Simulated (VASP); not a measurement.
Wanted: the native input for a VASP 6.6.1 run.

* Task: single point
* Functional: PBE
* Dispersion: D3(BJ)
* Potentials or basis: VASP PAW PBE potentials, release 64 (N_h)
* Cutoff: 1000 eV
* k mesh: 1 × 1 × 1
* Occupations: fermi-dirac, width 0.02 eV
* Spin: no spin polarisation
* Dipole correction: no
* Further INCAR settings: LREAL = Auto; ALGO = Normal; EDIFF = 1e-06; NBANDS = 54

The structure of N lies in POSCAR:

```
N
1.0
    7.9916580000      0.0000000000      0.0000000000
    0.0000000000      7.9916580000      0.0000000000
    0.0000000000      0.0000000000      7.9916580000
N
16
Direct
    0.4487053875      0.8378736928      0.9693232618
    0.4388826449      0.9796215003      0.9569728835
    1.0293858921      0.0480626173      0.0669448067
    0.9050437344      0.0721877738      0.0336225599
    0.3870035479      0.3220358028      0.3040295268
    0.4338273735      0.3397042266      0.1708781832
    0.6983657209      0.2436415572      0.7935900160
    0.8142490582      0.2010721680      0.7235920256
    0.8014231840      0.1151700936      0.3838377468
    0.7975316261     -0.0142148225      0.3486885950
    1.0080761714      0.4744947794      0.2189658266
    0.8663909291      0.4721298134      0.2227197410
    0.3052182663      0.3364508341      0.6447347972
    0.2180273480      0.3488262386      0.7517588966
    0.3012891693      0.6640549433      0.3441838978
    0.4462278040      0.6827118978      0.3336228853
```

One way to write it, as run:

INCAR

```
SYSTEM = N
ALGO = Normal ; EDIFF = 1E-6
ENCUT = 1000 ; GGA = PE
GGA_COMPAT = .FALSE. ; ISIF = 2
ISMEAR = -1 ; IVDW = 12
LASPH = .TRUE. ; LCHARG = .FALSE.
LREAL = Auto ; LWAVE = .FALSE.
NBANDS = 54 ; NELM = 120
PREC = Accurate ; SIGMA = 0.02
```

KPOINTS

```
k-points
0
G
  1 1 1
  0 0 0
```

Potentials or basis: VASP PAW PBE potentials, release 64 (N_h).

The run is started by

```sh
$ cat potpaw_PBE.64/N_h/POTCAR > POTCAR
$ mpirun -np 1 vasp_gam > vasp.out
```

It gave:

| Item | Value |
| --- | --- |
| Pressure | -0.9 GPa |
| Largest force | 9.786 eV/Å |
| Dispersion energy per atom | -0.040 eV |

Caveat: the k points lie up to 0.79 Å⁻¹ apart.

Run time: 3.6 min on 1 thread of AMD EPYC 7R43 64-Core Processor (Zen 3), with other jobs on the host, peak memory 0.92 GiB.
